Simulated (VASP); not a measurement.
Write the native input for VASP 6.6.1 that does the following.

```yaml
Task: electric field gradients
Functional: PBE
Potentials_or_basis: VASP PAW PBE potentials, release 64 (Zr_sv, O)
Cutoff: 520 eV
k_mesh: 9 × 9 × 9
Occupations: fermi-dirac, width 0.02 eV
Spin: no spin polarisation
Dipole_correction: no
Further_INCAR_settings: ALGO = Normal; EDIFF = 1e-08; NBANDS = 19
```

The structure of ZrO2 lies in POSCAR:

```
ZrO2
1.0
    0.0000000000      2.5350000000      2.5350000000
    2.5350000000      0.0000000000      2.5350000000
    2.5350000000      2.5350000000      0.0000000000
Zr O
1 2
Direct
    0.0000000000      0.0000000000      0.0000000000
    0.2500000000      0.2500000000      0.2500000000
    0.7500000000      0.7500000000      0.7500000000
```

These files were run (other wordings do the same):

INCAR

```
ALGO = Normal
EDIFF = 1E-8
ENCUT = 520
GGA = PE
GGA_COMPAT = F
ISIF = 2
ISMEAR = -1
LASPH = T
LCHARG = F
LEFG = T
LREAL = F
LWAVE = F
NBANDS = 19
NELM = 120
PREC = Accurate
SIGMA = 0.02
```

KPOINTS

```
k-points
0
Gamma
  9 9 9
```

Potentials or basis: VASP PAW PBE potentials, release 64 (Zr_sv, O).

Run with:

```sh
$ cat potpaw_PBE.64/Zr_sv/POTCAR potpaw_PBE.64/O/POTCAR > POTCAR
$ mpirun -np 1 vasp_std > vasp.out
```

It gave:

| Property | Result |
| --- | --- |
| Pressure | 7.1 GPa |
| Band gap on the k mesh | 3.44 eV (least direct gap 3.92 eV) |
| Largest electric field gradient by atom | zero within the noise of the run |

Caveat: the cell stands under pressure; an odd mesh through Γ misses points on the zone boundary, where band edges can lie.

It took 28 s on 1 thread of Intel(R) Xeon(R) Platinum 8375C CPU @ 2.90GHz (Ice Lake), on a shared host, peak memory 0.16 GiB.
